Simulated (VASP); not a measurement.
Set up this calculation in VASP 6.6.1, as the native input.

| Quantity | Value |
| --- | --- |
| Task | electric field gradients |
| Functional | PBE |
| Potentials or basis | VASP PAW PBE potentials, release 64 (Zr_sv, C) |
| Cutoff | 520 eV |
| k mesh | 15 × 15 × 15 |
| Occupations | fermi-dirac, width 0.05 eV |
| Spin | no spin polarisation |
| Dipole correction | no |
| Further INCAR settings | ALGO = Normal; EDIFF = 1e-08; NBANDS = 15 |

The structure of ZrC lies in POSCAR:

```
ZrC
1.0
    0.0000000000      2.3963042514      2.3963042514
    2.3963042514      0.0000000000      2.3963042514
    2.3963042514      2.3963042514      0.0000000000
Zr C
1 1
Direct
    0.5000000000      0.5000000000      0.5000000000
    0.0000000000      0.0000000000      0.0000000000
```

This cell differs from its parent crystal: volume scaled by 1.06.

These files were run (other wordings do the same):

INCAR

```
SYSTEM = ZrC
PREC = Accurate ; ENCUT = 520
EDIFF = 1E-8 ; ISMEAR = -1
SIGMA = 0.05 ; LREAL = .False.
LASPH = .True. ; NELM = 80
ALGO = Normal ; ISIF = 2
LWAVE = .False. ; LCHARG = .False.
GGA = PE ; LEFG = .True.
NBANDS = 15
```

KPOINTS

```
Automatic mesh
0
Gamma
  15 15 15
  0 0 0
```

Potentials or basis: VASP PAW PBE potentials, release 64 (Zr_sv, C).

Command:

```console
$ cat potpaw_PBE.64/Zr_sv/POTCAR potpaw_PBE.64/C/POTCAR > POTCAR
$ mpirun -np 1 vasp_std > vasp.out
```

Results of the run:

- Pressure: -10.4 GPa
- Band gap on the k mesh: zero (band 8 reaches 9.88 eV, above the bottom of band 9 at 8.60 eV)

Caveat: without QUAD_EFG the Cq values of the log hold for a quadrupole moment of 1 mb, not for the nuclei.

Wall time 62 s on 1 thread of AMD EPYC 7R13 Processor (Zen 3), with other jobs on the host, peak memory 0.16 GiB.
